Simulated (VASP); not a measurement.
Ag3B: single point with PBE

Crystal: Ag3B.

```
Ag B
1.0
     4.07805    0.00000    0.00000
     0.00000    4.07805    0.00000
     0.00000    0.00000    4.07805
Ag B
3 1
Direct
  0.50000 0.50000 0.00000
  0.50000 0.00000 0.50000
  0.00000 0.50000 0.50000
  0.00000 0.00000 0.00000
```

The cell was built from a structure type or drawn by symmetry, and may not be a known phase.

```
Program                : VASP 6.6.1
Task                   : single point
Functional             : PBE
Potentials or basis    : VASP PAW PBE potentials, release 64 (Ag, B)
Cutoff                 : 520 eV
k mesh                 : 4 × 4 × 4
Occupations            : gaussian, width 0.1 eV
Spin                   : no spin polarisation
Dipole correction      : no
Further INCAR settings : ALGO = Normal; EDIFF = 1e-06; NBANDS = 26
```

The pressure is -7.6 GPa and the band gap on the k mesh is zero (bands 18 and 19 overlap by 3.50 eV).

Levels at points of the mesh, in eV from the Fermi level:
| k point | band 15 | band 16 | band 17 | band 18 | band 19 | band 20 | band 21 | band 22 |
| --- | --- | --- | --- | --- | --- | --- | --- | --- |
| (0.00, 0.00, 0.00) | -2.58 | -2.58 | -0.31 | -0.31 | -0.31 | 0.72 | 6.02 | 6.02 |
| (0.50, 0.00, 0.00) | -3.52 | -3.20 | -2.58 | 1.78 | 1.78 | 1.79 | 4.35 | 5.36 |
| (0.50, 0.50, 0.00) | -3.47 | -2.92 | -1.81 | -1.08 | -1.08 | 2.72 | 4.63 | 5.89 |
| (0.50, 0.50, 0.50) | -2.78 | -1.83 | -1.83 | -1.83 | -1.72 | -0.15 | 3.03 | 3.03 |

It took 17 s on 1 thread of Intel(R) Xeon(R) Platinum 8259CL CPU @ 2.50GHz (Skylake/Cascade Lake), with other jobs on the host, peak memory 0.17 GiB.

Caveat: the k points lie up to 0.39 Å⁻¹ apart, too coarse for converged energies and pressures of a metal.
